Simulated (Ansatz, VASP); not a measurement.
## Br: VASP beside Ansatz

```
CELL_PARAMETERS angstrom
2.17666 1.25670 1.81725
-2.17666 1.25670 1.81725
0.00000 -2.51339 1.81725
ATOMIC_POSITIONS crystal
Br 0.50000 0.50000 0.50000
```

Alike in both runs: task relaxation of cell and atoms; functional PBE; k mesh 18 × 18 × 18; occupations gaussian, width 0.1 eV; no spin polarisation.

```csv
,VASP,Ansatz
version,VASP 6.6.1,Ansatz 0.2.0
potentials or method,"VASP PAW PBE potentials, release 64 (Br), cutoff 600 eV","scalar-relativistic, plane waves, PAW"
valence electrons in the cell,7,7
```

|  | VASP | Ansatz | Ansatz less VASP |
| --- | --- | --- | --- |
| gap on the k mesh at the Fermi level, each at its own relaxed structure (eV) | none | none | - |
| relaxed volume (Å³/atom) | 29.75 | 29.75 | -0.006 |
| relaxed length of the cell vector where the two differ most in proportion (Å) | 3.099 | 3.099 | -0.0003 |

A gap of «none» marks a metal or a gap that the smearing closes.
